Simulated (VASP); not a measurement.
Wanted: the native input for a VASP 6.6.1 run.

* Task: relaxation of cell and atoms
* Functional: PBEsol
* Potentials or basis: VASP PAW PBE potentials, release 64 (Ti_sv, Co_sv)
* Cutoff: 690 eV
* k mesh: 2 × 2 × 2
* Occupations: gaussian, width 0.1 eV
* Spin: collinear spin, ferrimagnetic start
* Starting moments: [-0.31, -0.31, 0.82, 0.82, 0.82, 0.82] μB
* Dipole correction: no
* Further INCAR settings: ALGO = Normal; EDIFF = 1e-07; IBRION = 2; EDIFFG = -0.01; NSW = 80; ISIF = 3

The structure of TiCo2 lies in POSCAR:

```
TiCo2
1.0
    0.0000000000      3.3520000000      3.3520000000
    3.3520000000      0.0000000000      3.3520000000
    3.3520000000      3.3520000000      0.0000000000
Ti Co
2 4
Direct
    0.5000000000      0.5000000000      0.5000000000
    0.7500000000      0.7500000000      0.7500000000
    0.1250000000      0.1250000000      0.1250000000
    0.6250000000      0.1250000000      0.1250000000
    0.1250000000      0.1250000000      0.6250000000
    0.1250000000      0.6250000000      0.1250000000
```

One way to write it, as run:

INCAR

```
SYSTEM = TiCo2
ALGO = Normal
EDIFF = 1E-7
EDIFFG = -0.01
ENCUT = 690
GGA = PS
GGA_COMPAT = .False.
IBRION = 2
ISIF = 3
ISMEAR = 0
ISPIN = 2
LASPH = .True.
LCHARG = .False.
LMAXMIX = 4
LORBIT = 11
LREAL = .False.
LWAVE = .False.
MAGMOM = -0.31 -0.31 0.82 0.82 0.82 0.82
NELM = 200
NELMIN = 4
NSW = 80
PREC = Accurate
SIGMA = 0.1
```

KPOINTS

```
k-points
0
Gamma
  2 2 2
  0 0 0
```

Potentials or basis: VASP PAW PBE potentials, release 64 (Ti_sv, Co_sv).

The run is started by

```bash
$ cat potpaw_PBE.64/Ti_sv/POTCAR potpaw_PBE.64/Co_sv/POTCAR > POTCAR
$ mpirun -np 1 vasp_std > vasp.out
```

It gave:

```
Relaxed volume                                        : 11.72 Å³/atom
Relaxed cell                                          : a = 4.633 Å, b = 4.633 Å, c = 4.633 Å, α = 60.00°, β = 60.00°, γ = 60.00°
Space group after relaxing (to 0.1 Å)                 : Fd-3m (No. 227)
Energy gained by relaxing                             : 37.5 meV/atom
Ionic steps                                           : 4
Pressure after relaxing                               : 0.0 GPa
Band gap on the k mesh                                : zero (filled and empty bands overlap)
Net moment                                            : 0.00 μB per cell
Valence electrons inside the program's atomic spheres : Ti 10.26; Co 15.20
```

Caveat: the k points lie up to 0.83 Å⁻¹ apart in the final cell, too coarse for converged energies, forces and pressures; the moments typed at the start vanished in this run; the PAW data sets were made with another functional, which shifts forces and pressure a little.

It took 6 min on 1 thread of Intel(R) Xeon(R) Platinum 8488C (Sapphire Rapids) (shared host), peak memory 0.33 GiB.
